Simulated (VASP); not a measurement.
MgCdS4:

```
CELL_PARAMETERS angstrom
5.55627 0.00000 0.00000
-2.77813 4.81187 0.00000
0.00000 0.00000 5.01451
ATOMIC_POSITIONS crystal
Mg 0.00000 0.00000 0.00000
Cd 0.00000 0.00000 0.50000
S 0.33333 0.66667 0.74089
S 0.33333 0.66667 0.25911
S 0.66667 0.33333 0.25911
S 0.66667 0.33333 0.74089
```

The cell was generated, and may not be a known phase.

* Program: VASP 6.6.1
* Task: relaxation of cell and atoms
* Functional: PBE
* Potentials or basis: VASP PAW PBE potentials, release 64 (Mg, Cd, S)
* Cutoff: 600 eV
* k mesh: 6 × 6 × 4
* Occupations: gaussian, width 0.1 eV
* Spin: no spin polarisation

At the start: pressure -3.8 GPa; volume 22.34 Å³/atom.

Task: Where does the relaxation end?

Result: Over 22 steps the energy falls by 326.3 meV/atom and the volume is 24.26 Å³/atom (+8.6 %); space group P6/mmm (No. 191, to 0.1 Å) before and after.

Step by step:
```tsv
step	energy change (eV)	largest force (eV/Å)	pressure (GPa)	volume (Å³)
1	0.0000	0.9114	-3.76	134.07
2	-0.4086	1.3185	-1.24	124.10
3	-0.6056	0.9910	3.88	113.44
4	-0.8858	1.1119	5.60	113.63
5	-0.9720	0.4001	10.91	113.78
6	-1.0225	0.5630	8.13	113.73
7	-1.2546	0.1224	8.01	117.41
8	-1.4233	1.1073	8.44	122.46
9	-1.7168	0.3677	4.40	130.05
10	-1.8763	0.4716	0.36	140.72
11	-1.8808	0.6117	-0.25	142.77
12	-1.9402	0.1313	0.17	145.99
13	-1.9415	0.2776	0.28	146.56
14	-1.9472	0.1619	-0.02	147.32
15	-1.9505	0.0520	-0.57	148.78
16	-1.9529	0.1037	-0.33	148.61
17	-1.9529	0.0867	-0.36	148.63
18	-1.9549	0.0502	-0.31	147.98
19	-1.9578	0.0554	-0.16	146.02
20	-1.9579	0.0643	-0.15	145.86
21	-1.9573	0.1143	0.24	145.04
22	-1.9581	0.0026	-0.02	145.57
```

Final structure:
```cif
data_structure
_symmetry_space_group_name_H-M 'P 1'
_symmetry_Int_Tables_number 1
_cell_length_a 5.5791
_cell_length_b 5.5791
_cell_length_c 5.4003
_cell_angle_alpha 90.000
_cell_angle_beta 90.000
_cell_angle_gamma 120.000
_cell_volume 145.57
loop_
_atom_site_label
_atom_site_type_symbol
_atom_site_fract_x
_atom_site_fract_y
_atom_site_fract_z
_atom_site_occupancy
Mg1 Mg 0.00000 0.00000 0.00000 1
Cd1 Cd 0.00000 0.00000 0.50000 1
S1 S 0.33333 0.66667 0.68067 1
S2 S 0.33333 0.66667 0.31933 1
S3 S 0.66667 0.33333 0.31933 1
S4 S 0.66667 0.33333 0.68067 1
```
